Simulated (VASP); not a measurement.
Write the native input for VASP 6.6.1 that does the following.

* Task: relaxation of cell and atoms
* Functional: PBE
* Potentials or basis: VASP PAW PBE potentials, release 64 (Cs_sv, Si)
* Cutoff: 600 eV
* k mesh: 4 × 4 × 4
* Occupations: gaussian, width 0.1 eV
* Spin: no spin polarisation
* Dipole correction: no
* Further INCAR settings: ALGO = Normal; EDIFF = 1e-07; IBRION = 2; EDIFFG = -0.04; NSW = 90; ISIF = 3

The structure of CsSi2 lies in POSCAR:

```
CsSi2
1.0
    5.2863389386      0.0000000000      0.0000000000
    0.0000000000      6.4519358786      0.0000000000
    0.0000000000      0.0000000000      4.0277321202
Cs Si
2 4
Direct
    0.0000000000      0.0000000000      0.0000000000
    0.5000000000      0.5000000000      0.5000000000
    0.2004000000      0.3787000000      0.0000000000
    0.7996000000      0.6213000000      0.0000000000
    0.7004000000      0.1213000000      0.5000000000
    0.2996000000      0.8787000000      0.5000000000
```

The input as run:

INCAR

```
PREC = Accurate ; ENCUT = 600
EDIFF = 1E-7 ; ISMEAR = 0
SIGMA = 0.1 ; LREAL = False
LASPH = True ; NELM = 80
ALGO = Normal ; ISIF = 3
LWAVE = False ; LCHARG = False
GGA = PE ; IBRION = 2
NSW = 90 ; EDIFFG = -0.04
```

KPOINTS

```
Automatic mesh
0
Gamma
  4 4 4
```

Potentials or basis: VASP PAW PBE potentials, release 64 (Cs_sv, Si).

Launch:

```bash
$ cat potpaw_PBE.64/Cs_sv/POTCAR potpaw_PBE.64/Si/POTCAR > POTCAR
$ mpirun -np 1 vasp_std > vasp.out
```

Results of the run:

* Relaxed volume: 36.15 Å³/atom
* Relaxed cell: a = 3.310 Å, b = 8.979 Å, c = 7.299 Å, α = 90.00°, β = 90.00°, γ = 90.00°
* Space group after relaxing (to 0.1 Å): Pnnm (No. 58)
* Energy gained by relaxing: 1937.4 meV/atom
* Ionic steps: 40
* Pressure after relaxing: 0.0 GPa
* Largest force after relaxing: 0.022 eV/Å
* Band gap on the k mesh: zero (bands 17 and 18 overlap by 1.96 eV)

Caveat: the k points lie up to 0.47 Å⁻¹ apart in the final cell, too coarse for converged energies and pressures of a metal; the volume moved by over 15 % at a fixed basis, so the end points are rough; spin-orbit coupling is left out, which moves the levels of the heavy elements.

It took 35 min on 1 thread of Intel(R) Xeon(R) Platinum 8488C (Sapphire Rapids), with other jobs on the host, peak memory 0.31 GiB.
